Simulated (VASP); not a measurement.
A run of VASP 6.6.1:

Contents of POSCAR:

```
Cu
1.0
    0.0000000000      1.7842313441      1.7842313441
    1.7842313441      0.0000000000      1.7842313441
    1.7842313441      1.7842313441      0.0000000000
Cu
1
Direct
    0.0000000000      0.0000000000      0.0000000000
```

Contents of INCAR.step1:

```
ALGO = Normal
EDIFF = 1E-5
ENCUT = 520
GGA = PE
ISIF = 2
ISMEAR = -1
LASPH = True
LCHARG = False
LREAL = False
LWAVE = True
NBANDS = 12
NELM = 60
PREC = Accurate
SIGMA = 0.1
```

INCAR.step2

```
ALGO = Normal
EDIFF = 1E-6
ENCUT = 520
GGA = PE
HFSCREEN = 0.2079
ISIF = 2
ISMEAR = -1
ISTART = 1
LASPH = True
LCHARG = False
LHFCALC = True
LREAL = False
LWAVE = False
NBANDS = 12
NELM = 60
PREC = Accurate
PRECFOCK = Normal
SIGMA = 0.1
```

The input KPOINTS:

```
k-points
0
Gamma
  6 6 6
```

Potentials or basis: VASP PAW PBE potentials, release 64 (Cu).

The run is started by

```console
$ cat potpaw_PBE.64/Cu/POTCAR > POTCAR
$ cp INCAR.step1 INCAR
$ mpirun -np 1 vasp_std > vasp.out
$ cp INCAR.step2 INCAR
$ mpirun -np 1 vasp_std > vasp.out
```

Hardware: 1 thread of AMD EPYC 7R13 Processor (Zen 3), on a shared host.

Q: Estimate the wall time of this run.

A: Run time: 6.8 min on 1 thread of AMD EPYC 7R13 Processor (Zen 3), with other jobs on the host, peak memory 0.2 GiB. Counts: k points 16.
